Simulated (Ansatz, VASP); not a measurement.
CdTe: VASP beside Ansatz

```
Cd Te
1.0
     0.00000    2.84187    2.84187
     2.84187    0.00000    2.84187
     2.84187    2.84187    0.00000
Cd Te
1 1
Direct
  0.00000 0.00000 0.00000
  0.50000 0.50000 0.50000
```

Change from the starting cell: volume scaled by 0.88, LAPW.

Alike in both runs: task single point; functional LDA; k mesh 13 × 13 × 13; occupations fermi-dirac, width 0.05 eV; no spin polarisation.

|  | VASP | Ansatz |
| --- | --- | --- |
| version | VASP 6.6.1 | Ansatz 0.2.0 |
| potentials or method | VASP PAW LDA potentials, release 64 (Cd, Te), cutoff 520 eV | all-electron LAPW, scalar-relativistic |

```tsv
	VASP	Ansatz	Ansatz less VASP
pressure (GPa)	11.6	10.9	-0.67
```

LDA's correlation is that of Perdew and Zunger in VASP and of Perdew and Wang (1992) in Ansatz. Ansatz ran all-electron here, and VASP with PAW potentials.

Spin-orbit coupling is off throughout.
